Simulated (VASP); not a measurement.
In2BAs3, 6 atoms in the cell. Symmetry: P6/mmm, No. 191, hexagonal system. Conventional cell: a = 4.729 Å, b = 4.729 Å, c = 6.874 Å, α = 90.00°, β = 90.00°, γ = 120.00°. Within 2.6 Å of In (site symmetry 6mm) lie 1 B at 1.96 Å. Within 2.6 Å of B (site symmetry 6/mmm) lie 2 In at 1.96 Å. As (site symmetry mmm) has 4 As at 2.36 Å and 4 In at 2.79 Å within 3.1 Å. 

* Program: VASP 6.6.1
* Task: single point
* Functional: PBE
* Potentials or basis: VASP PAW PBE potentials, release 64 (In_d, B, As)
* Cutoff: 520 eV
* k mesh: 6 × 6 × 4
* Occupations: gaussian, width 0.1 eV
* Spin: no spin polarisation
* Dipole correction: no
* Further INCAR settings: ALGO = Normal; EDIFF = 1e-06; NBANDS = 31

Potentials or basis: VASP PAW PBE potentials, release 64 (In_d, B, As).

Launch:

```console
$ cat potpaw_PBE.64/In_d/POTCAR potpaw_PBE.64/B/POTCAR potpaw_PBE.64/As/POTCAR > POTCAR
$ mpirun -np 1 vasp_std > vasp.out
```

Hardware: 1 thread of Intel(R) Xeon(R) 6975P-C (Granite Rapids), with other jobs on the host.

Problem. How long does it take, and how much memory?

Solution. Wall time 110 s on 1 thread of Intel(R) Xeon(R) 6975P-C (Granite Rapids), with other jobs on the host, peak memory 0.28 GiB. Counts: scf iterations 15, k points 21.
